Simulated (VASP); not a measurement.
## Ba: single point with PBE

The system is Ba.

```
Ba
1.0
    -2.51249    2.51249    2.51249
     2.51249   -2.51249    2.51249
     2.51249    2.51249   -2.51249
Ba
1
Direct
  0.00000 0.00000 0.00000
```

* Program: VASP 6.6.1
* Task: single point
* Functional: PBE
* Potentials or basis: VASP PAW PBE potentials, release 64 (Ba_sv)
* Cutoff: 520 eV
* k mesh: 9 × 9 × 9
* Occupations: methfessel-paxton, width 0.6 eV
* Spin: no spin polarisation

```json
{
  "Pressure": "0.0 GPa",
  "Band gap on the k mesh": "zero (bands 5 and 6 overlap by 0.91 eV)"
}
```

Levels at points of the mesh, in eV from the Fermi level:
| k point | band 1 | band 2 | band 3 | band 4 | band 5 | band 6 | band 7 | band 8 | band 9 | band 10 |
| --- | --- | --- | --- | --- | --- | --- | --- | --- | --- | --- |
| (0.00, 0.00, 0.00) | -28.97 | -13.92 | -13.92 | -13.92 | -2.81 | 1.76 | 1.76 | 1.76 | 3.15 | 3.15 |

Run time: 26 s on 1 thread of AMD EPYC 7R13, on a shared host, peak memory 0.15 GiB.

Caveat: so wide a smearing shifts energies and pressures; spin-orbit coupling is left out, which moves the levels of the heavy elements.
